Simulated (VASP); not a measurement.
Set up this calculation in VASP 6.6.1, as the native input.

```yaml
Task: single point
Functional: PBEsol
Potentials_or_basis: VASP PAW PBE potentials, release 64 (Ga_d, P)
Cutoff: 500 eV
k_mesh: 3 × 3 × 3
Occupations: fermi-dirac, width 0.02 eV
Spin: no spin polarisation
Dipole_correction: no
Further_INCAR_settings: ALGO = Normal; EDIFF = 1e-06; NBANDS = 16
```

The structure of GaP lies in POSCAR:

```
GaP
1.0
    0.0000000000      2.5585353464      2.5585353464
    2.5585353464      0.0000000000      2.5585353464
    2.5585353464      2.5585353464      0.0000000000
Ga P
1 1
Direct
    0.0000000000      0.0000000000      0.0000000000
    0.5000000000      0.5000000000      0.5000000000
```

One way to write it, as run:

INCAR

```
ALGO = Normal
EDIFF = 1E-6
ENCUT = 500
GGA = PS
GGA_COMPAT = False
ISIF = 2
ISMEAR = -1
LASPH = True
LCHARG = False
LREAL = False
LWAVE = False
NBANDS = 16
NELM = 120
PREC = Accurate
SIGMA = 0.02
```

KPOINTS

```
k-points
0
Gamma
  3 3 3
```

Potentials or basis: VASP PAW PBE potentials, release 64 (Ga_d, P).

Run with:

```bash
$ cat potpaw_PBE.64/Ga_d/POTCAR potpaw_PBE.64/P/POTCAR > POTCAR
$ mpirun -np 1 vasp_std > vasp.out
```

Results of the run:

The pressure is 1.2 GPa and the band gap on the k mesh is zero (band 9 reaches 6.73 eV, above the bottom of band 10 at 5.02 eV).

Caveat: the k points lie up to 0.71 Å⁻¹ apart; the PAW data sets were made with another functional, which shifts forces and pressure a little.

It took 10 s on 1 thread of AMD EPYC 7R13, on a shared host, peak memory 0.12 GiB.
